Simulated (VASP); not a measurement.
# IrC3 (Im-3m) in VASP: a series of runs

The runs below take IrC3 through single point, relaxation of cell and atoms, with PBE.

Everything below comes from runs of VASP 6.6.1. Logs are shortened: lines on timing, memory, paths and dates and some standing lists are left out, and cuts for length are marked.

## 1. The cell of the first run

It takes space group Im-3m (No. 229, cubic). Conventional cell: a = 4.150 Å, b = 4.150 Å, c = 4.150 Å, α = 90.00°, β = 90.00°, γ = 90.00°. Ir (site symmetry m-3m) has 6 C at 2.07 Å within 2.7 Å. C (site symmetry 4/mmm) has 2 Ir at 2.07 Å and 4 C at 2.07 Å within 2.7 Å.

## 2. Single point, PBE

Contents of INCAR:

```
SYSTEM = IrC3
  PREC = Accurate
  ENCUT = 520
  EDIFF = 1E-7
  ISMEAR = 0
  SIGMA = 0.1
  LREAL = .False.
  LASPH = .True.
  NELM = 80
  ALGO = Normal
  ISIF = 2
  LWAVE = .False.
  LCHARG = .False.
  GGA = PE
  NBANDS = 18
```

Contents of KPOINTS:

```
Automatic mesh
0
Gamma
  6 6 6
  0 0 0
```

Contents of POSCAR:

```
IrC3
1.0
   -2.0749111248      2.0749111248      2.0749111248
    2.0749111248     -2.0749111248      2.0749111248
    2.0749111248      2.0749111248     -2.0749111248
Ir C
1 3
Direct
    0.0000000000      0.0000000000      0.0000000000
    0.0000000000      0.5000000000      0.5000000000
    0.5000000000      0.0000000000      0.5000000000
    0.5000000000      0.5000000000      0.0000000000
```

Potentials or basis: VASP PAW PBE potentials, release 64 (Ir, C).

Launch:

```bash
> cat potpaw_PBE.64/Ir/POTCAR potpaw_PBE.64/C/POTCAR > POTCAR
> mpirun -np 1 vasp_std > vasp.out
```

OUTCAR:

```text
SYSTEM = IrC3
   PREC = Accurate
   ENCUT = 520
   EDIFF = 1E-7
   ISMEAR = 0
   LREAL = .False.
   LASPH = .True.
   NELM = 80
   ISIF = 2
   GGA = PE

 ion  position               nearest neighbor table
   1  0.000  0.000  0.000-   2 2.07   3 2.07   4 2.07   2 2.07   3 2.07   4 2.07
   2  0.000  0.500  0.500-   1 2.07   1 2.07
   3  0.500  0.000  0.500-   1 2.07   1 2.07
   4  0.500  0.500  0.000-   1 2.07   1 2.07

  LATTYP: Found a body centered cubic cell.
 ALAT       =     4.1498222496

  Lattice vectors:

 A1 = (  -2.0749111248,   2.0749111248,   2.0749111248)
 A2 = (   2.0749111248,  -2.0749111248,   2.0749111248)
 A3 = (   2.0749111248,   2.0749111248,  -2.0749111248)

Analysis of symmetry for initial positions (statically):
=====================================================================
 Subroutine PRICEL returns:
 Original cell was already a primitive cell.

 Routine SETGRP: Setting up the symmetry group for a
 body centered cubic supercell.

 Subroutine GETGRP returns: Found 48 space group operations
 (whereof 48 operations were pure point group operations)
 out of a pool of 48 trial point group operations.

The static configuration has the point symmetry O_h .

Analysis of symmetry for dynamics (positions and initial velocities):
=====================================================================
 Subroutine PRICEL returns:
 Original cell was already a primitive cell.

 Routine SETGRP: Setting up the symmetry group for a
 body centered cubic supercell.

 Subroutine GETGRP returns: Found 48 space group operations
 (whereof 48 operations were pure point group operations)
 out of a pool of 48 trial point group operations.

The dynamic configuration has the point symmetry O_h .

 Subroutine INISYM returns: Found 48 space group operations
 (whereof 48 operations are pure point group operations),
 and found     1 'primitive' translations

----------------------------------------------------------------------------------------

                                     Primitive cell

  volume of cell :      35.7321

  direct lattice vectors                    reciprocal lattice vectors
    -2.074911125  2.074911125  2.074911125     0.000000000  0.240974177  0.240974177
     2.074911125 -2.074911125  2.074911125     0.240974177  0.000000000  0.240974177
     2.074911125  2.074911125 -2.074911125     0.240974177  0.240974177  0.000000000

  length of vectors
     3.593851489  3.593851489  3.593851489     0.340788949  0.340788949  0.340788949

[... 76 lines left out ...]
   LREAL  =      F    real-space projection
   EDIFFG = 0.1E-05   stopping-criterion for IOM
   NSW    =      0    number of steps for IOM
   IBRION =     -1    ionic relax: 0-MD 1-quasi-New 2-CG
   NFREE  =      0    steps in history (QN), initial steepest desc. (CG)
   ISIF   =      2    stress and relaxation
   ISYM   =      2    0-nonsym 1-usesym 2-fastsym
   POTIM  = 0.5000    time-step for ionic-motion
   TEBEG  =    0.0;   TEEND  =   0.0 temperature during run
   PSTRESS=    0.0 pullay stress
   NELECT =      21.0000    total number of electrons
   NUPDOWN=      -1.0000    fix difference up-down
   EMIN   =  10.00;   EMAX   =-10.00  energy-range for DOS
   EFERMI =   0.00;   METHOD = LEGACY
   ISMEAR =     0;   SIGMA  =   0.10  broadening in eV -4-tet -1-fermi 0-gaus
   EFERMI_NEDOS =   21; number of points for ismear=-14 and -15
   IALGO  =     38    algorithm
   IMIX   =      4    mixing-type and parameters
     AMIX     =   0.40;   BMIX     =  1.00
     AMIX_MAG =   1.60;   BMIX_MAG =  1.00
  volume/ion in A,a.u.               =       8.93        60.28
  Fermi-wavevector in a.u.,A,eV,Ry     =   1.371287  2.591357 25.584785  1.880429
  Thomas-Fermi vector in A             =   2.496998
   LORBIT       =      0    0 simple, 1 ext, 2 COOP (PROOUT), +10 PAW based schemes
   GGA     = PE    functional components
   LHFCALC =     F    Hartree Fock is set to
   AEXX    =    0.0000 exact exchange contribution
   IVDW    =     0    specifies the selected vdW correction
   LEPSILON=     F    determine dielectric tensor
   LRPA    =     F    only Hartree local field effects (RPA)
 non-spin polarized calculation
 Gauss-broadening in eV      SIGMA  =   0.10
  energy-cutoff  :      520.00
  volume of cell :       35.73
 maximum number of plane-waves:       978
   NGX = 13   NGY = 13   NGZ = 13

 number of electron      21.0000002 magnetization

 Free energy of the ion-electron system (eV)
  ---------------------------------------------------
  ext. energy  EPLUGINS =         0.00000000
  ---------------------------------------------------
  free energy    TOTEN  =       -27.36816334 eV

  energy without entropy =      -27.36366550  energy(sigma->0) =      -27.36591442

 E-fermi :   8.0305     XC(G=0): -13.0636

 val. band max:        7.9793975359   @ k =   0.3333   0.0000   0.0000
 cond. band min:       8.1687793153   @ k =  -0.3333   0.3333   0.1667
 fundamental gap:      0.1893817794
 Fermi energy:         8.0304612511

 k-point     1 :       0.0000    0.0000    0.0000
  band No.  band energies     occupation
      1      -8.1948      2.00000
      2      -0.0603      2.00000
      3      -0.0603      2.00000
      4       3.8593      2.00000
      5       3.8593      2.00000
      6       3.8593      2.00000
[... 313 lines left out ...]
      5       1.2270      2.00000
      6       1.7448      2.00000
[... 10 lines left out ...]
     17      15.7936      0.00000
     18      18.8044      0.00000

------------------------ aborting loop because EDIFF is reached ----------------------------------------

  FORCE on cell =-STRESS in cart. coord.  units (eV):
  Direction    XX          YY          ZZ          XY          YZ          ZX
  --------------------------------------------------------------------------------------
  -------------------------------------------------------------------------------------
  Total        0.2583312      0.2583312      0.2583312      0.0000000      0.0000000     -0.0000000
  in kB       11.5832116     11.5832116     11.5832116      0.0000000      0.0000000     -0.0000000
  external PRESSURE =      11.5832116 kB  Pullay stress =       0.0000000 kB

 VOLUME and BASIS-vectors are now :
 -----------------------------------------------------------------------------
  energy-cutoff  :      520.00
  volume of cell :       35.73
      direct lattice vectors                 reciprocal lattice vectors
    -2.074911125  2.074911125  2.074911125     0.000000000  0.240974177  0.240974177
     2.074911125 -2.074911125  2.074911125     0.240974177  0.000000000  0.240974177
     2.074911125  2.074911125 -2.074911125     0.240974177  0.240974177  0.000000000

 POSITION                                       TOTAL-FORCE (eV/Angst)
 -----------------------------------------------------------------------------------
      0.00000      0.00000      0.00000        -0.000000     -0.000000     -0.000000
      2.07491      0.00000      0.00000         0.000000     -0.000000      0.000000
      0.00000      2.07491      0.00000        -0.000000      0.000000     -0.000000
      0.00000      0.00000      2.07491         0.000000      0.000000     -0.000000
 -----------------------------------------------------------------------------------
    total drift:                                0.000000      0.000000     -0.000000

  FREE ENERGIE OF THE ION-ELECTRON SYSTEM (eV)
  ---------------------------------------------------
  free  energy   TOTEN  =       -27.3681633434 eV

  energy  without entropy=      -27.3636654966  energy(sigma->0) =      -27.36591442
```

Wall time 21 s (1 thread of AMD EPYC 7R13, shared host); peak memory 0.13 GiB.

Results:

```yaml
Free_energy: -27.3682 eV
Pressure: 1.2 GPa
```

Caveat: spin-orbit coupling is left out, which moves the levels of the heavy elements.

## 3. Relaxation of cell and atoms, PBE

This run uses another cell than the first one, of 11.53 Å³/atom, 1.291 times its volume.

Contents of INCAR:

```
ALGO     = Normal         # electronic algorithm
EDIFF    = 1E-7           # SCF threshold, eV
EDIFFG   = -0.04          # ionic threshold
ENCUT    = 600            # plane-wave cutoff, eV
GGA      = PE             # functional
IBRION   = 2              # ionic algorithm
ISIF     = 3              # what is computed and relaxed
ISMEAR   = 0              # smearing method
LASPH    = T              # aspherical terms in the spheres
LCHARG   = F              # write CHGCAR
LREAL    = F              # projectors in reciprocal space
LWAVE    = F              # write WAVECAR
NELM     = 100            # most SCF steps
NSW      = 90             # ionic steps
PREC     = Accurate       # precision mode
SIGMA    = 0.1            # smearing width, eV
```

Contents of KPOINTS:

```
k-points
0
Gamma
  6 6 6
```

Contents of POSCAR:

```
IrC3
1.0
   -2.2590288800      2.2590288800      2.2590288800
    2.2590288800     -2.2590288800      2.2590288800
    2.2590288800      2.2590288800     -2.2590288800
Ir C
1 3
Direct
    0.0000000000      0.0000000000      0.0000000000
    0.0000000000      0.5000000000      0.5000000000
    0.5000000000      0.0000000000      0.5000000000
    0.5000000000      0.5000000000      0.0000000000
```

Potentials or basis: VASP PAW PBE potentials, release 64 (Ir, C).

Launch:

```bash
> cat potpaw_PBE.64/Ir/POTCAR potpaw_PBE.64/C/POTCAR > POTCAR
> mpirun -np 1 vasp_std > vasp.out
```

Wall time 2.1 min (1 thread of AMD EPYC 7R13, shared host); peak memory 0.16 GiB.

Results (log left out):

```
Free energy                            : -27.3824 eV
Relaxed volume                         : 8.96 Å³/atom
Relaxed cell                           : a = 3.598 Å, b = 3.598 Å, c = 3.598 Å, α = 109.47°, β = 109.47°, γ = 109.47°
Space group after relaxing (to 0.05 Å) : Im-3m (No. 229)
Energy gained by relaxing              : 428.9 meV/atom
Ionic steps                            : 7
Pressure after relaxing                : 0.0 GPa
```

The path:
```
step  energy change (eV)  largest force (eV/Å)  pressure (GPa)  volume (Å³)
   1              0.0000                0.0000          -41.87        46.11
   2              0.2381                0.0000          107.99        28.79
   3             -1.7117                0.0000           -3.13        36.23
   4             -1.7153                0.0000           -0.84        35.94
   5             -1.7153                0.0000            0.73        35.76
   6             -1.7152                0.0000           -0.90        35.95
   7             -1.7155                0.0000            0.01        35.84
```

Final structure:
```
CELL_PARAMETERS angstrom
-2.07705 2.07705 2.07705
2.07705 -2.07705 2.07705
2.07705 2.07705 -2.07705
ATOMIC_POSITIONS crystal
Ir 0.00000 0.00000 0.00000
C 0.00000 0.50000 0.50000
C 0.50000 0.00000 0.50000
C 0.50000 0.50000 0.00000
```

Levels at points of the mesh, in eV from the Fermi level:
```
           k point  band 8  band 9  band 10  band 11  band 12  band 13
(0.00, 0.00, 0.00)   -3.48   -3.48    -0.85    -0.85    -0.85     2.14
(0.50, 0.00, 0.00)   -1.82   -1.78     0.68     1.18     1.51     2.03
(0.50, 0.50, 0.50)   -1.95   -1.95     0.85     0.85     0.85     1.39
```

Caveat: the volume moved by over 15 % at a fixed basis, so the end points are rough; spin-orbit coupling is left out, which moves the levels of the heavy elements.

## 4. Single point, PBE

Contents of INCAR:

```
ALGO = Normal ; EDIFF = 1E-6
ENCUT = 520 ; GGA = PE
ISIF = 2 ; ISMEAR = 0
LASPH = True ; LCHARG = False
LREAL = False ; LWAVE = False
NBANDS = 18 ; NELM = 100
PREC = Accurate ; SIGMA = 0.1
```

Contents of KPOINTS:

```
k-points
0
Gamma
  16 16 16
```

Contents of POSCAR:

```
IrC3
1.0
   -2.0745344866      2.0745344866      2.0745344866
    2.0745344866     -2.0745344866      2.0745344866
    2.0745344866      2.0745344866     -2.0745344866
Ir C
1 3
Direct
    0.0000000000      0.0000000000      0.0000000000
    0.0000000000      0.5000000000      0.5000000000
    0.5000000000      0.0000000000      0.5000000000
    0.5000000000      0.5000000000      0.0000000000
```

Launch:

```bash
> cat potpaw_PBE.64/Ir/POTCAR potpaw_PBE.64/C/POTCAR > POTCAR
> mpirun -np 1 vasp_std > vasp.out
```

It took 2.4 min on 1 thread of AMD EPYC 7R13, shared host; peak memory 0.2 GiB.

The run converged. Its results:

| Property | Result |
| --- | --- |
| Free energy | -27.3150 eV |
| Pressure | 1.6 GPa |

Levels at points of the mesh, in eV from the Fermi level:
```tsv
k point	band 6	band 7	band 8	band 9	band 10	band 11	band 12	band 13	band 14	band 15
(0.00, 0.00, 0.00)	-4.27	-3.59	-3.59	-3.59	-0.94	-0.94	-0.94	2.07	2.07	7.37
(0.50, 0.00, 0.00)	-6.41	-2.78	-1.92	-1.88	0.59	1.09	1.42	1.95	2.16	5.94
(0.50, 0.50, 0.50)	-6.37	-2.05	-2.05	-2.05	0.77	0.77	0.77	1.31	1.31	7.68
```

Caveat: spin-orbit coupling is left out, which moves the levels of the heavy elements.

## 5. Summary

```csv
task,cell,k mesh,cutoff (eV),gap on the mesh (eV),pressure (GPa)
single point,"a = 3.594 Å, angles 109.5°, 4 atoms",6 × 6 × 6,520,none,1.2
relaxation of cell and atoms,"relaxed from a = 3.913 Å, angles 109.5°, 4 atoms",6 × 6 × 6,600,none,0.0
single point,"a = 3.593 Å, angles 109.5°, 4 atoms",16 × 16 × 16,520,none,1.6
```

Alike in all rows: level PBE; potentials or basis VASP PAW PBE potentials, release 64 (Ir, C); no spin polarisation; smearing gaussian 0.1 eV.

Caveats: spin-orbit coupling is left out, which moves the levels of the heavy elements; the volume moved by over 15 % at a fixed basis, so the end points are rough (some runs).

Total energies depend on the potentials used, so only differences within one code and one set of settings carry meaning.
